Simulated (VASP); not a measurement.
# MgAu (Pm-3m) in VASP: a series of runs

MgAu is run at these levels: LDA; tasks: single point.

Program: VASP 6.6.1. These are calculated values, not measurements. Logs are shortened: lines on timing, memory, paths and dates and some standing lists are left out, and cuts for length are marked.

## Step 1: The cell of the first run

Symmetry: Pm-3m, No. 221, cubic system. Conventional cell: a = 3.204 Å, b = 3.204 Å, c = 3.204 Å, α = 90.00°, β = 90.00°, γ = 90.00°. Mg (site symmetry m-3m) has 8 Au at 2.77 Å and 6 Mg at 3.20 Å within 3.7 Å. Within 3.7 Å of Au (site symmetry m-3m) lie 8 Mg at 2.77 Å and 6 Au at 3.20 Å.

## Step 2: Single point, LDA

Contents of INCAR:

```
ALGO = Normal ; EDIFF = 1E-6
ENCUT = 520 ; GGA = CA
ISIF = 2 ; ISMEAR = 1
LASPH = T ; LCHARG = T
LELF = T ; LREAL = F
LVHAR = T ; LWAVE = F
NBANDS = 14 ; NELM = 100
PREC = Accurate ; SIGMA = 0.1
```

Contents of KPOINTS:

```
k-points
0
Gamma
  9 9 9
```

Contents of POSCAR:

```
MgAu
1.0
    3.2037520387      0.0000000000      0.0000000000
    0.0000000000      3.2037520387      0.0000000000
    0.0000000000      0.0000000000      3.2037520387
Mg Au
1 1
Direct
    0.5000000000      0.5000000000      0.5000000000
    0.0000000000      0.0000000000      0.0000000000
```

Potentials or basis: VASP PAW LDA potentials, release 64 (Mg, Au).

Launch:

```bash
cat potpaw_LDA.64/Mg/POTCAR potpaw_LDA.64/Au/POTCAR > POTCAR
mpirun -np 1 vasp_std > vasp.out
```

OUTCAR:

```text
EDIFF = 1E-6
   ENCUT = 520
   GGA = CA
   ISIF = 2
   ISMEAR = 1
   LASPH = T
   LREAL = F
   NELM = 100
   PREC = Accurate

 ion  position               nearest neighbor table
   1  0.500  0.500  0.500-   2 2.77   2 2.77   2 2.77   2 2.77   2 2.77   2 2.77   2 2.77   2 2.77

   2  0.000  0.000  0.000-   1 2.77   1 2.77   1 2.77   1 2.77   1 2.77   1 2.77   1 2.77   1 2.77

  LATTYP: Found a simple cubic cell.
 ALAT       =     3.2037520387

  Lattice vectors:

 A1 = (   3.2037520387,   0.0000000000,   0.0000000000)
 A2 = (   0.0000000000,   3.2037520387,   0.0000000000)
 A3 = (   0.0000000000,   0.0000000000,   3.2037520387)

Analysis of symmetry for initial positions (statically):
=====================================================================
 Subroutine PRICEL returns:
 Original cell was already a primitive cell.

 Routine SETGRP: Setting up the symmetry group for a
 simple cubic supercell.

 Subroutine GETGRP returns: Found 48 space group operations
 (whereof 48 operations were pure point group operations)
 out of a pool of 48 trial point group operations.

The static configuration has the point symmetry O_h .

Analysis of symmetry for dynamics (positions and initial velocities):
=====================================================================
 Subroutine PRICEL returns:
 Original cell was already a primitive cell.

 Routine SETGRP: Setting up the symmetry group for a
 simple cubic supercell.

 Subroutine GETGRP returns: Found 48 space group operations
 (whereof 48 operations were pure point group operations)
 out of a pool of 48 trial point group operations.

The dynamic configuration has the point symmetry O_h .

 Subroutine INISYM returns: Found 48 space group operations
 (whereof 48 operations are pure point group operations),
 and found     1 'primitive' translations

----------------------------------------------------------------------------------------

                                     Primitive cell

  volume of cell :      32.8834

  direct lattice vectors                    reciprocal lattice vectors
     3.203752039  0.000000000  0.000000000     0.312134019  0.000000000  0.000000000
     0.000000000  3.203752039  0.000000000     0.000000000  0.312134019  0.000000000
     0.000000000  0.000000000  3.203752039     0.000000000  0.000000000  0.312134019

  length of vectors
     3.203752039  3.203752039  3.203752039     0.312134019  0.312134019  0.312134019

  position of ions in fractional coordinates (direct lattice)
     0.500000000  0.500000000  0.500000000
     0.000000000  0.000000000  0.000000000

  ion indices of the primitive-cell ions
[... 89 lines left out ...]
   EFERMI =   0.00;   METHOD = LEGACY
   ISMEAR =     1;   SIGMA  =   0.10  broadening in eV -4-tet -1-fermi 0-gaus
   EFERMI_NEDOS =   21; number of points for ismear=-14 and -15
   IALGO  =     38    algorithm
   IMIX   =      4    mixing-type and parameters
     AMIX     =   0.40;   BMIX     =  1.00
     AMIX_MAG =   1.60;   BMIX_MAG =  1.00
  volume/ion in A,a.u.               =      16.44       110.95
  Fermi-wavevector in a.u.,A,eV,Ry     =   1.201518  2.270540 19.641999  1.443646
  Thomas-Fermi vector in A             =   2.337325
   LORBIT       =      0    0 simple, 1 ext, 2 COOP (PROOUT), +10 PAW based schemes
   GGA     = CA    functional components
   LHFCALC =     F    Hartree Fock is set to
   AEXX    =    0.0000 exact exchange contribution
   IVDW    =     0    specifies the selected vdW correction
   LEPSILON=     F    determine dielectric tensor
   LRPA    =     F    only Hartree local field effects (RPA)
 non-spin polarized calculation
 Methfessel and Paxton  Order N= 1 SIGMA  =   0.10
  energy-cutoff  :      520.00
  volume of cell :       32.88
 maximum number of plane-waves:       903
 NGX is ok and might be reduce to    24
   NGX = 11   NGY = 11   NGZ = 11

 number of electron      13.0000003 magnetization

 Free energy of the ion-electron system (eV)
  ---------------------------------------------------
  ext. energy  EPLUGINS =         0.00000000
  ---------------------------------------------------
  free energy    TOTEN  =        -7.61074551 eV

  energy without entropy =       -7.61017734  energy(sigma->0) =       -7.61055612

 E-fermi :   7.3431     XC(G=0): -11.5179

 val. band max:        7.3398135308   @ k =   0.4444   0.4444   0.2222
 cond. band min:       7.4315652216   @ k =   0.3333   0.2222   0.0000
 fundamental gap:      0.0917516909
 Fermi energy:         7.3431338932

 k-point     1 :       0.0000    0.0000    0.0000
  band No.  band energies     occupation
      1      -2.2747      2.00000
      2       1.1227      2.00000
      3       1.1227      2.00000
      4       3.0692      2.00000
      5       3.0692      2.00000
      6       3.0692      2.00000
      7      12.7676      0.00000
      8      12.7676      0.00000
      9      12.7676      0.00000
     10      16.4482      0.00000
     11      16.4482      0.00000
     12      18.0652      0.00000
     13      24.9905      0.00000
     14      24.9905      0.00000
[... 377 lines left out ...]
      1       0.8246      2.00000
      2       1.3315      2.00000
      3       2.1632      2.00000
      4       2.3407      2.00000
      5       2.9215      2.00000
      6       4.3256      2.00000
      7       6.2214      2.00000
      8       9.6177      0.00000
      9      12.7959      0.00000
     10      16.2894      0.00000
     11      17.6106      0.00000
     12      19.6967      0.00000
     13      21.1632      0.00000
     14      23.1945      0.00000

 [... further k-points ...]

------------------------ aborting loop because EDIFF is reached ----------------------------------------

  FORCE on cell =-STRESS in cart. coord.  units (eV):
  Direction    XX          YY          ZZ          XY          YZ          ZX
  --------------------------------------------------------------------------------------
  -------------------------------------------------------------------------------------
  Total        0.2207314      0.2207314      0.2207314     -0.0000000      0.0000000      0.0000000
  in kB       10.7546931     10.7546931     10.7546931     -0.0000000      0.0000000      0.0000000
  external PRESSURE =      10.7546931 kB  Pullay stress =       0.0000000 kB

 VOLUME and BASIS-vectors are now :
 -----------------------------------------------------------------------------
  energy-cutoff  :      520.00
  volume of cell :       32.88
      direct lattice vectors                 reciprocal lattice vectors
     3.203752039  0.000000000  0.000000000     0.312134019  0.000000000  0.000000000
     0.000000000  3.203752039  0.000000000     0.000000000  0.312134019  0.000000000
     0.000000000  0.000000000  3.203752039     0.000000000  0.000000000  0.312134019

 POSITION                                       TOTAL-FORCE (eV/Angst)
 -----------------------------------------------------------------------------------
      1.60188      1.60188      1.60188         0.000000      0.000000      0.000000
      0.00000      0.00000      0.00000         0.000000      0.000000      0.000000
 -----------------------------------------------------------------------------------
    total drift:                                0.000000      0.000000      0.000000

  FREE ENERGIE OF THE ION-ELECTRON SYSTEM (eV)
  ---------------------------------------------------
  free  energy   TOTEN  =        -7.6107455078 eV

  energy  without entropy=       -7.6101773362  energy(sigma->0) =       -7.61055612
```

OSZICAR:

```text
N       E                     dE             d eps       ncg     rms          rms(c)
DAV:   1     0.507172321840E+02    0.50717E+02   -0.55891E+03  1004   0.770E+02
DAV:   2    -0.725403324965E+01   -0.57971E+02   -0.53924E+02  1172   0.169E+02
DAV:   3    -0.826762116877E+01   -0.10136E+01   -0.10122E+01  1214   0.210E+01
DAV:   4    -0.827103927688E+01   -0.34181E-02   -0.34180E-02  1190   0.147E+00
DAV:   5    -0.827106852197E+01   -0.29245E-04   -0.29245E-04  1250   0.139E-01    0.619E+00
DAV:   6    -0.765465398257E+01    0.61641E+00   -0.25360E+00  1100   0.125E+01    0.304E+00
DAV:   7    -0.762640696623E+01    0.28247E-01   -0.23881E-02  1100   0.144E+00    0.169E+00
DAV:   8    -0.761077709854E+01    0.15630E-01   -0.56086E-03  1172   0.468E-01    0.102E-01
DAV:   9    -0.761074803269E+01    0.29066E-04   -0.16848E-04  1190   0.842E-02    0.432E-02
DAV:  10    -0.761074559247E+01    0.24402E-05   -0.53372E-06  1166   0.206E-02    0.493E-03
DAV:  11    -0.761074550784E+01    0.84627E-07   -0.69724E-08   682   0.221E-03
   1 F= -.76107455E+01 E0= -.76105561E+01  d E =-.568172E-03
```

stdout:

```text
POSCAR found type information on POSCAR MgAu
 POSCAR found :  2 types and       2 ions
 scaLAPACK will be used
 LDA part: xc-table for (Slater(with rela. corr.)+CA(PZ))
 , standard interpolation
 POSCAR, INCAR and KPOINTS ok, starting setup
 FFT: planning ... GRIDC
 FFT: planning ... GRID_SOFT
 FFT: planning ... GRID
 WAVECAR not read
 entering main loop
```

Wall time 15 s (1 thread of Intel Xeon 8259CL, shared host); peak memory 0.14 GiB.

What came out:

- Free energy: -7.6107 eV
- Pressure: 1.1 GPa

Levels at points of the mesh, in eV from the Fermi level:
| k point | band 3 | band 4 | band 5 | band 6 | band 7 | band 8 | band 9 | band 10 |
| --- | --- | --- | --- | --- | --- | --- | --- | --- |
| (0.00, 0.00, 0.00) | -6.22 | -4.27 | -4.27 | -4.27 | 5.42 | 5.42 | 5.42 | 9.11 |

Caveat: spin-orbit coupling is left out, which moves the levels of the heavy elements.

## Step 3: Single point, LDA

This run uses another cell than the first one, of 16.96 Å³/atom, 1.032 times its volume.

Contents of INCAR:

```
ALGO     = Normal         # electronic algorithm
EDIFF    = 1E-6           # SCF threshold, eV
ENCUT    = 520            # plane-wave cutoff, eV
GGA      = CA             # functional
ISIF     = 2              # what is computed and relaxed
ISMEAR   = 1              # smearing method
LASPH    = T              # aspherical terms in the spheres
LCHARG   = F              # write CHGCAR
LREAL    = F              # projectors in reciprocal space
LWAVE    = F              # write WAVECAR
NBANDS   = 14             # bands
NELM     = 100            # most SCF steps
PREC     = Accurate       # precision mode
SIGMA    = 0.1            # smearing width, eV
```

KPOINTS is that of step 2.

Contents of POSCAR:

```
MgAu
1.0
    3.2371268577      0.0000000000      0.0000000000
    0.0000000000      3.2371268577      0.0000000000
    0.0000000000      0.0000000000      3.2371268577
Mg Au
1 1
Direct
    0.5000000000      0.5000000000      0.5000000000
    0.0000000000      0.0000000000      0.0000000000
```

Potentials or basis: VASP PAW LDA potentials, release 64 (Mg, Au).

Launch:

```bash
cat potpaw_LDA.64/Mg/POTCAR potpaw_LDA.64/Au/POTCAR > POTCAR
mpirun -np 1 vasp_std > vasp.out
```

It took 14 s on 1 thread of Intel Xeon 8259CL, shared host; peak memory 0.14 GiB.

It converged, with:

```yaml
Free_energy: -7.6077 eV
Pressure: -2.1 GPa
```

Levels at points of the mesh, in eV from the Fermi level:
```
           k point  band 4  band 5  band 6  band 7  band 8  band 9
(0.00, 0.00, 0.00)   -4.21   -4.21   -4.21    5.32    5.32    5.32
```

Caveat: spin-orbit coupling is left out, which moves the levels of the heavy elements.

## Step 4: Single point, LDA

This run uses another cell than the first one, of 17.48 Å³/atom, 1.063 times its volume.

Contents of INCAR:

```
SYSTEM = MgAu
  ALGO = Normal
  EDIFF = 1E-6
  ENCUT = 520
  ISIF = 2
  ISMEAR = 1
  LASPH = .True.
  LCHARG = .False.
  LREAL = .False.
  LWAVE = .False.
  NBANDS = 14
  NELM = 100
  PREC = Accurate
  SIGMA = 0.1
```

Contents of KPOINTS:

```
k-points
0
Gamma
  9 9 9
  0 0 0
```

Contents of POSCAR:

```
MgAu
1.0
    3.2698273221      0.0000000000      0.0000000000
    0.0000000000      3.2698273221      0.0000000000
    0.0000000000      0.0000000000      3.2698273221
Mg Au
1 1
Direct
    0.5000000000      0.5000000000      0.5000000000
    0.0000000000      0.0000000000      0.0000000000
```

Launch:

```bash
cat potpaw_LDA.64/Mg/POTCAR potpaw_LDA.64/Au/POTCAR > POTCAR
mpirun -np 1 vasp_std > vasp.out
```

Wall time 14 s (1 thread of Intel Xeon 8259CL, shared host); peak memory 0.14 GiB.

The run converged. Its results:

| Item | Value |
| --- | --- |
| Free energy | -7.5861 eV |
| Pressure | -4.6 GPa |

Levels at points of the mesh, in eV from the Fermi level:
| k point | band 4 | band 5 | band 6 | band 7 | band 8 | band 9 |
| --- | --- | --- | --- | --- | --- | --- |
| (0.00, 0.00, 0.00) | -4.14 | -4.14 | -4.14 | 5.23 | 5.23 | 5.23 |

Caveat: spin-orbit coupling is left out, which moves the levels of the heavy elements.

(Continued in part 2 of 2.)
